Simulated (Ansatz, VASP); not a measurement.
**P: VASP beside Ansatz**

Contents of INCAR:

```
SYSTEM = P
ALGO = Normal
DIPOL = 0.5 0.5 0.647
EDIFF = 1E-6
ENCUT = 400
GGA = PS
GGA_COMPAT = .False.
IDIPOL = 3
ISIF = 2
ISMEAR = 0
IVDW = 12
LASPH = .True.
LCHARG = .False.
LDIPOL = .True.
LREAL = .False.
LWAVE = .False.
NBANDS = 18
NELM = 120
NELMDL = -8
PREC = Accurate
SIGMA = 0.04
```

KPOINTS

```
k-points
0
Gamma
  12 9 1
  0 0 0
```

The input POSCAR:

```
P
1.0
    3.1806759268      0.0000000000      0.0000000000
    0.0000000000      4.4336694738      0.0000000000
    0.0000000000      0.0000000000     23.5888569692
P
4
Direct
    0.5000000000      0.5782104709      0.6012507740
    0.0000000000      0.9217895291      0.6012507740
    0.0000000000      0.0817573098      0.6926205847
    0.5000000000      0.4182426902      0.6926205847
```

Input for Ansatz:

```yaml
crystal:
  lattice:
    - [3.1806759268, 0.0, 0.0]
    - [0.0, 4.4336694738, 0.0]
    - [0.0, 0.0, 23.5888569692]
  atoms:
    - { symbol: P, position: [0.5, 0.5782104709, 0.601250774] }
    - { symbol: P, position: [0.0, 0.9217895291, 0.601250774] }
    - { symbol: P, position: [0.0, 0.0817573098, 0.6926205847] }
    - { symbol: P, position: [0.5, 0.4182426902, 0.6926205847] }
basis:
  ecutwfc: 420
kpoints:
  mp_grid: { grid: [12, 9, 1] }
hamiltonian:
  xc: pbesol
  dispersion: d3bj
  pseudopotentials: { kind: paw, azcp: { folder: soft_1 } }
scf:
  occupations: { method: gaussian, width: 0.04 }
  n_extra_bands: 7
  max_iter: 160
output:
  forces: true
  eigenvalues: true
  write_density: true
  write_potential: true
  elf: true
  volumetric_format: npy
efield:
  axis: 3
  dipole_correction: true
```

Alike in both runs: task single point; functional PBEsol; dispersion D3(BJ); k mesh 12 × 9 × 1; occupations gaussian, width 0.04 eV; no spin polarisation.

|  | VASP | Ansatz |
| --- | --- | --- |
| version | VASP 6.6.1 | Ansatz 0.2.0 |
| potentials or method | VASP PAW PBE potentials, release 64 (P), cutoff 400 eV | scalar-relativistic, plane waves, PAW |
| valence electrons in the cell | 20 | 20 |

```csv
,VASP,Ansatz,Ansatz less VASP
gap on the k mesh at the Fermi level (eV),0.39,0.37,-0.018
least direct gap on the mesh (eV),0.40,0.39,-0.016
rms of the force components (eV/Å),0.202,0.193,-0.0095
```

VASP's potentials were made for PBE, not for PBEsol, and Ansatz warns of the same on its side. Atom by atom the forces differ by 0.015 eV/Å (rms over components).
